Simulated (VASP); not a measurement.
Here is a VASP 6.6.1 calculation.

The input INCAR:

```
PREC = Accurate ; ENCUT = 400
EDIFF = 1E-6 ; ISMEAR = -1
SIGMA = 0.2241 ; LREAL = Auto
LASPH = True ; NELM = 120
ALGO = Normal ; ISIF = 2
LWAVE = False ; LCHARG = False
GGA = PE ; IVDW = 12
NBANDS = 54 ; GGA_COMPAT = False
ISYM = -1
```

The input KPOINTS:

```
explicit points
4
Reciprocal
  0.25000000   0.25000000   0.25000000 2
  0.25000000   0.25000000   0.75000000 2
  0.25000000   0.75000000   0.25000000 2
  0.25000000   0.75000000   0.75000000 2
```

POSCAR

```
P
1.0
   -3.5628635720     -6.1710607271      0.0000000000
   -7.1257271440      0.0000000000      0.0000000000
   -3.5628635720     -2.0570202424     -6.4614128885
P
16
Direct
    0.6110669165      0.6405657201      0.1588627778
    0.6202815452      0.0980872777      0.1660819419
    0.1343585310      0.5826016648      0.1546568865
    0.5937531094      0.7000608392      0.6230519655
    0.2259286823      0.0414473190      0.1225162381
    0.6229385096      0.1410623435      0.6903172846
    0.0567979263      0.6022359497      0.6667467432
    0.0943274240      0.0978271052      0.6692796258
    0.8880210345      0.8295920608      0.3733610654
    0.9024305070      0.4162961764      0.3183802112
    0.4045243394      0.8772193268      0.3572447760
    0.8751942379      0.8753026627      0.8611899744
    0.3990095678      0.4123717747      0.3330053406
    0.8208651528      0.3880729276      0.8120694484
    0.4020502546      0.9399155280      0.8135658703
    0.3484520932      0.3573414365      0.8796699883
```

Potentials or basis: VASP PAW PBE potentials, release 64 (P).

The run is started by

```bash
$ cat potpaw_PBE.64/P/POTCAR > POTCAR
$ mpirun -np 1 vasp_std > vasp.out
```

(1) Estimate the dispersion energy per atom.

(2) Predict the pressure.

Results:

(1) -0.395 eV.

(2) -4.6 GPa.

Caveat: the cell stands under tension; the atoms stand as in a frame of molecular dynamics.
